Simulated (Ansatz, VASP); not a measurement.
Ge in VASP and in Ansatz

```
CELL_PARAMETERS angstrom
2.71047 0.00000 0.00000
0.00000 2.71047 0.00000
0.00000 0.00000 2.71047
ATOMIC_POSITIONS crystal
Ge 0.00000 0.00000 0.00000
```

Alike in both runs: functional PBE; k mesh 20 × 20 × 20; occupations gaussian, width 0.1 eV; no spin polarisation.

Ansatz relaxed the structure, and its values are those at the end. VASP's run is a single point on that final structure, the one shown.

|  | VASP | Ansatz |
| --- | --- | --- |
| version | VASP 6.6.1 | Ansatz 0.2.0 |
| potentials or method | VASP PAW PBE potentials, release 64 (Ge_d), cutoff 520 eV | scalar-relativistic, plane waves, PAW |
| valence electrons in the cell | 14 | 14 |

VASP gave:

| Item | Value |
| --- | --- |
| gap on the k mesh at the Fermi level (eV) | none |
| pressure (GPa) | -0.1 |

Task: Estimate Ansatz's values.

Result: gap on the k mesh at the Fermi level (eV): none; pressure (GPa): 0.0.

A gap of «none» marks a metal or a gap that the smearing closes.
